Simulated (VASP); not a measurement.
# Mo (Im-3m) in VASP: a series of runs

Mo is run at these levels: PBE; tasks: single point, relaxation of cell and atoms.

Program: VASP 6.6.1. These are calculated values, not measurements. Logs are shortened: lines on timing, memory, paths and dates and some standing lists are left out, and cuts for length are marked.

**1. The cell of the first run**

Symmetry: Im-3m, No. 229, cubic system. Conventional cell: a = 3.161 Å, b = 3.161 Å, c = 3.161 Å, α = 90.00°, β = 90.00°, γ = 90.00°. Within 3.6 Å of Mo (site symmetry m-3m) lie 14 Mo at 2.74 to 3.16 Å.

**2. Single point, PBE**

The input, INCAR:

```
SYSTEM = Mo
PREC = Accurate ; ENCUT = 520
EDIFF = 1E-7 ; ISMEAR = -1
SIGMA = 0.05 ; LREAL = .False.
LASPH = .True. ; NELM = 100
ALGO = Normal ; ISIF = 2
LWAVE = .False. ; LCHARG = .False.
GGA = PE ; NBANDS = 13
```

The input, KPOINTS:

```
regular mesh
0
Gamma
  18 18 18
  0 0 0
```

The input, POSCAR:

```
Mo
1.0
   -1.5802780018      1.5802780018      1.5802780018
    1.5802780018     -1.5802780018      1.5802780018
    1.5802780018      1.5802780018     -1.5802780018
Mo
1
Direct
    0.0000000000      0.0000000000      0.0000000000
```

Potentials or basis: VASP PAW PBE potentials, release 64 (Mo_sv).

Command:

```
$ cat potpaw_PBE.64/Mo_sv/POTCAR > POTCAR
$ mpirun -np 1 vasp_std > vasp.out
```

OUTCAR:

```text
SYSTEM = Mo
   PREC = Accurate
   ENCUT = 520
   EDIFF = 1E-7
   ISMEAR = -1
   LREAL = .False.
   LASPH = .True.
   NELM = 100
   ISIF = 2
   GGA = PE

 ion  position               nearest neighbor table
   1  0.000  0.000  0.000-

  LATTYP: Found a body centered cubic cell.
 ALAT       =     3.1605560036

  Lattice vectors:

 A1 = (  -1.5802780018,   1.5802780018,   1.5802780018)
 A2 = (   1.5802780018,  -1.5802780018,   1.5802780018)
 A3 = (   1.5802780018,   1.5802780018,  -1.5802780018)

Analysis of symmetry for initial positions (statically):
=====================================================================
 Subroutine PRICEL returns:
 Original cell was already a primitive cell.

 Routine SETGRP: Setting up the symmetry group for a
 body centered cubic supercell.

 Subroutine GETGRP returns: Found 48 space group operations
 (whereof 48 operations were pure point group operations)
 out of a pool of 48 trial point group operations.

The static configuration has the point symmetry O_h .

Analysis of symmetry for dynamics (positions and initial velocities):
=====================================================================
 Subroutine PRICEL returns:
 Original cell was already a primitive cell.

 Routine SETGRP: Setting up the symmetry group for a
 body centered cubic supercell.

 Subroutine GETGRP returns: Found 48 space group operations
 (whereof 48 operations were pure point group operations)
 out of a pool of 48 trial point group operations.

The dynamic configuration has the point symmetry O_h .

 Subroutine INISYM returns: Found 48 space group operations
 (whereof 48 operations are pure point group operations),
 and found     1 'primitive' translations

----------------------------------------------------------------------------------------

                                     Primitive cell

  volume of cell :      15.7856

  direct lattice vectors                    reciprocal lattice vectors
    -1.580278002  1.580278002  1.580278002     0.000000000  0.316400025  0.316400025
     1.580278002 -1.580278002  1.580278002     0.316400025  0.000000000  0.316400025
     1.580278002  1.580278002 -1.580278002     0.316400025  0.316400025  0.000000000

  length of vectors
     2.737121789  2.737121789  2.737121789     0.447457207  0.447457207  0.447457207

  position of ions in fractional coordinates (direct lattice)
     0.000000000  0.000000000  0.000000000
[... 81 lines left out ...]
   NFREE  =      0    steps in history (QN), initial steepest desc. (CG)
   ISIF   =      2    stress and relaxation
   ISYM   =      2    0-nonsym 1-usesym 2-fastsym
   POTIM  = 0.5000    time-step for ionic-motion
   TEBEG  =    0.0;   TEEND  =   0.0 temperature during run
   PSTRESS=    0.0 pullay stress
   NELECT =      14.0000    total number of electrons
   NUPDOWN=      -1.0000    fix difference up-down
   EMIN   =  10.00;   EMAX   =-10.00  energy-range for DOS
   EFERMI =   0.00;   METHOD = LEGACY
   ISMEAR =    -1;   SIGMA  =   0.05  broadening in eV -4-tet -1-fermi 0-gaus
   EFERMI_NEDOS =   21; number of points for ismear=-14 and -15
   IALGO  =     38    algorithm
   IMIX   =      4    mixing-type and parameters
     AMIX     =   0.40;   BMIX     =  1.00
     AMIX_MAG =   1.60;   BMIX_MAG =  1.00
  volume/ion in A,a.u.               =      15.79       106.53
  Fermi-wavevector in a.u.,A,eV,Ry     =   1.572886  2.972324 33.660427  2.473972
  Thomas-Fermi vector in A             =   2.674253
   LORBIT       =      0    0 simple, 1 ext, 2 COOP (PROOUT), +10 PAW based schemes
   GGA     = PE    functional components
   LHFCALC =     F    Hartree Fock is set to
   AEXX    =    0.0000 exact exchange contribution
   IVDW    =     0    specifies the selected vdW correction
   LEPSILON=     F    determine dielectric tensor
   LRPA    =     F    only Hartree local field effects (RPA)
 non-spin polarized calculation
  energy-cutoff  :      520.00
  volume of cell :       15.79
 maximum number of plane-waves:       438
   NGX = 11   NGY = 11   NGZ = 11

 number of electron      14.0000004 magnetization

 Free energy of the ion-electron system (eV)
  ---------------------------------------------------
  ext. energy  EPLUGINS =         0.00000000
  ---------------------------------------------------
  free energy    TOTEN  =       -10.93590852 eV

  energy without entropy =      -10.93106372  energy(sigma->0) =      -10.93348612

 E-fermi :  12.4538     XC(G=0): -13.3353

 val. band max:       12.4341957889   @ k =   0.3889   0.1111   0.0000
 cond. band min:      12.4576729086   @ k =  -0.3889   0.4444   0.2778
 fundamental gap:      0.0234771197
 Fermi energy:        12.4537887674

 k-point     1 :       0.0000    0.0000    0.0000
  band No.  band energies     occupation
      1     -48.8434      2.00000
      2     -22.1320      2.00000
      3     -22.1320      2.00000
      4     -22.1320      2.00000
      5       5.2331      2.00000
      6      11.0910      2.00000
      7      11.0910      2.00000
      8      11.0910      2.00000
      9      14.0807      0.00000
     10      14.0807      0.00000
     11      27.2534      0.00000
     12      27.2534      0.00000
     13      27.2534      0.00000
[... 354 lines left out ...]
  band No.  band energies     occupation
      1     -48.5889      2.00000
      2     -23.4049      2.00000
      3     -22.6029      2.00000
      4     -22.2017      2.00000
      5       7.5789      2.00000
      6       9.2357      2.00000
      7      12.4342      1.19346
      8      13.9808      0.00000
      9      15.0992      0.00000
     10      17.7547      0.00000
     11      24.0186      0.00000
     12      25.1804      0.00000
     13      29.3125      0.00000

 [... further k-points ...]

------------------------ aborting loop because EDIFF is reached ----------------------------------------

  FORCE on cell =-STRESS in cart. coord.  units (eV):
  Direction    XX          YY          ZZ          XY          YZ          ZX
  --------------------------------------------------------------------------------------
  -------------------------------------------------------------------------------------
  Total        0.0494483      0.0494483      0.0494483      0.0000000      0.0000000     -0.0000000
  in kB        5.0188220      5.0188220      5.0188220      0.0000000      0.0000000     -0.0000000
  external PRESSURE =       5.0188220 kB  Pullay stress =       0.0000000 kB

 VOLUME and BASIS-vectors are now :
 -----------------------------------------------------------------------------
  energy-cutoff  :      520.00
  volume of cell :       15.79
      direct lattice vectors                 reciprocal lattice vectors
    -1.580278002  1.580278002  1.580278002     0.000000000  0.316400025  0.316400025
     1.580278002 -1.580278002  1.580278002     0.316400025  0.000000000  0.316400025
     1.580278002  1.580278002 -1.580278002     0.316400025  0.316400025  0.000000000

 POSITION                                       TOTAL-FORCE (eV/Angst)
 -----------------------------------------------------------------------------------
      0.00000      0.00000      0.00000         0.000000      0.000000     -0.000000
 -----------------------------------------------------------------------------------
    total drift:                                0.000000     -0.000000      0.000000

  FREE ENERGIE OF THE ION-ELECTRON SYSTEM (eV)
  ---------------------------------------------------
  free  energy   TOTEN  =       -10.9359085164 eV

  energy  without entropy=      -10.9310637249  energy(sigma->0) =      -10.93348612
```

OSZICAR:

```text
N       E                     dE             d eps       ncg     rms          rms(c)
DAV:   1     0.906470678051E+02    0.90647E+02   -0.80438E+03  5139   0.110E+03
DAV:   2    -0.104560211294E+02   -0.10110E+03   -0.97440E+02  5870   0.310E+02
DAV:   3    -0.115985485639E+02   -0.11425E+01   -0.11378E+01  5610   0.327E+01
DAV:   4    -0.116012338619E+02   -0.26853E-02   -0.26852E-02  5760   0.191E+00
DAV:   5    -0.116012510952E+02   -0.17233E-04   -0.17234E-04  5650   0.137E-01    0.144E+01
DAV:   6    -0.110179423297E+02    0.58331E+00   -0.73009E-01  5230   0.105E+01    0.385E+00
DAV:   7    -0.109395426866E+02    0.78400E-01   -0.14207E-01  5600   0.440E+00    0.957E-01
DAV:   8    -0.109358282963E+02    0.37144E-02   -0.40184E-03  5300   0.809E-01    0.190E-01
DAV:   9    -0.109358984146E+02   -0.70118E-04   -0.98709E-05  5905   0.122E-01    0.805E-02
DAV:  10    -0.109359085228E+02   -0.10108E-04   -0.12777E-05  5270   0.419E-02    0.725E-03
DAV:  11    -0.109359087181E+02   -0.19526E-06   -0.13878E-07  4973   0.400E-03    0.144E-03
DAV:  12    -0.109359085100E+02    0.20813E-06   -0.11463E-08  2745   0.133E-03    0.713E-05
DAV:  13    -0.109359085164E+02   -0.64767E-08   -0.87560E-10  2600   0.357E-04
   1 F= -.10935909E+02 E0= -.10933486E+02  d E =-.484479E-02
```

Wall time 48 s (1 thread of Intel Xeon 8259CL, shared host); peak memory 0.15 GiB.

Results:

| Property | Result |
| --- | --- |
| Free energy | -10.9359 eV |
| Pressure | 0.5 GPa |
| Band gap on the k mesh | zero (bands 7 and 8 overlap by 5.27 eV) |

**3. Relaxation of cell and atoms, PBE**

This run uses another cell than the first one, of 15.82 Å³/atom.

The input, INCAR:

```
SYSTEM = Mo
PREC = Accurate
ENCUT = 600
EDIFF = 1E-7
ISMEAR = -1
SIGMA = 0.05
LREAL = .False.
LASPH = .True.
NELM = 100
ALGO = Normal
ISIF = 3
LWAVE = .False.
LCHARG = .False.
GGA = PE
IBRION = 2
NSW = 60
EDIFFG = -0.005
```

KPOINTS is that of step 2.

The input, POSCAR:

```
Mo
1.0
   -1.5813925127      1.5813925127      1.5813925127
    1.5813925127     -1.5813925127      1.5813925127
    1.5813925127      1.5813925127     -1.5813925127
Mo
1
Direct
    0.0000000000      0.0000000000      0.0000000000
```

Potentials or basis: VASP PAW PBE potentials, release 64 (Mo_sv).

Command:

```
$ cat potpaw_PBE.64/Mo_sv/POTCAR > POTCAR
$ mpirun -np 1 vasp_std > vasp.out
```

Run time: 94 s. Hardware: 1 thread of Intel Xeon 8259CL, shared host; peak memory 0.18 GiB.

It converged, with:

```yaml
Free_energy: -10.9361 eV
Relaxed_volume: 15.81 Å³/atom
Relaxed_cell: a = 2.738 Å, b = 2.738 Å, c = 2.738 Å, α = 109.47°, β = 109.47°, γ = 109.47°
Space_group_after_relaxing_to_0.1_Å: Im-3m (No. 229)
Energy_gained_by_relaxing: 0.0 meV/atom
Ionic_steps: 3
Pressure_after_relaxing: 0.0 GPa
Band_gap_on_the_k_mesh: zero (bands 7 and 8 overlap by 5.26 eV)
```

Final structure:
```xyz
1
Lattice="-1.5811 1.5811 1.5811 1.5811 -1.5811 1.5811 1.5811 1.5811 -1.5811" Properties=species:S:1:pos:R:3 pbc="T T T"
Mo    0.0000    0.0000    0.0000
```

Levels at points of the mesh, in eV from the Fermi level:
```csv
k point,band 4,band 5,band 6,band 7,band 8,band 9,band 10,band 11
"(0.00, 0.00, 0.00)",-34.59,-7.21,-1.36,-1.36,-1.36,1.62,1.62,14.80
"(0.50, 0.00, 0.00)",-34.60,-5.27,-3.37,1.57,1.65,2.27,4.65,11.46
"(0.50, 0.50, 0.50)",-35.52,-5.37,-5.37,3.90,3.90,3.90,8.96,8.96
```

The gap in the log of VASP goes by the Fermi energy; the results here count the filled bands.